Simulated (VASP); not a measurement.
# SnSe: single point with PBE

The system is SnSe.

```xyz
4
Lattice="4.2193 0.0000 0.0000 0.0000 4.2193 0.0000 0.0000 0.0000 5.9930" Properties=species:S:1:pos:R:3 pbc="T T T"
Sn    2.1097    0.0000    1.4988
Sn    0.0000    2.1097    4.4942
Se    2.1097    0.0000    4.4942
Se    0.0000    2.1097    1.4989
```

- Program: VASP 6.6.1
- Task: single point
- Functional: PBE
- Potentials or basis: VASP PAW PBE potentials, release 64 (Sn_d, Se)
- Cutoff: 520 eV
- k mesh: 6 × 6 × 4
- Occupations: gaussian, width 0.01 eV
- Spin: no spin polarisation

```
Pressure               : 2.0 GPa
Band gap on the k mesh : 0.68 eV
```

Levels at points of the mesh, in eV from the valence-band top:
```csv
k point,band 17,band 18,band 19,band 20,band 21,band 22,band 23,band 24
"(0.00, 0.00, 0.00)",-3.72,-2.25,-2.25,-2.21,2.98,4.35,4.46,4.46
"(0.50, 0.00, 0.00)",-2.12,-2.12,-0.55,-0.55,1.26,1.26,1.77,1.77
"(0.50, 0.50, 0.00)",-3.75,-3.75,-3.71,-3.71,2.96,2.96,5.43,5.43
"(0.00, 0.00, 0.50)",-3.06,-3.06,-1.73,-1.72,2.18,2.19,3.89,3.90
"(0.50, 0.00, 0.50)",-1.98,-1.98,0.00,0.00,0.68,0.68,1.25,1.25
"(0.50, 0.50, 0.50)",-4.83,-4.83,-0.81,-0.81,1.51,1.51,4.84,4.84
```

It took 72 s on 1 thread of AMD EPYC 7R43 64-Core Processor (Zen 3), on a shared host, peak memory 0.21 GiB.

Caveat: spin-orbit coupling is left out, which moves the levels of the heavy elements. A k mesh can miss the band edges.
